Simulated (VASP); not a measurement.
Runs of VASP 6.6.1 on TaBe2. The structure is that of space group Fd-3m (No. 227), or close to it. The cells are those of the table. 

```tsv
cell	gap on the mesh (eV)	pressure (GPa)
a = 4.574 Å, angles 60.0°, 6 atoms	none	-3.3
a = 4.695 Å, angles 60.0°, 6 atoms	none	(a)
a = 4.542 Å, angles 60.0°, 6 atoms	none	0.2
a = 4.665 Å, angles 60.0°, 6 atoms	none	-12.5
a = 4.635 Å, angles 60.0°, 6 atoms	none	-9.7
a = 4.604 Å, angles 60.0°, 6 atoms	none	(b)
a = 4.510 Å, angles 60.0°, 6 atoms	none	4.1
```

Alike in all rows: task single point; level LDA; potentials or basis VASP PAW LDA potentials, release 64 (Ta_pv, Be); no spin polarisation; k mesh 6 × 6 × 6; cutoff (eV) 520; smearing methfessel-paxton 0.05 eV.

**Question.** Fill in the values left out.

**Answer.** (a) -15.0; (b) -6.7.

Caveats: spin-orbit coupling is left out, which moves the levels of the heavy elements.

A k mesh can miss the band edges, and the runs leave out spin-orbit coupling on Ta.

A gap of «none» marks levels without a gap at the run's occupations.
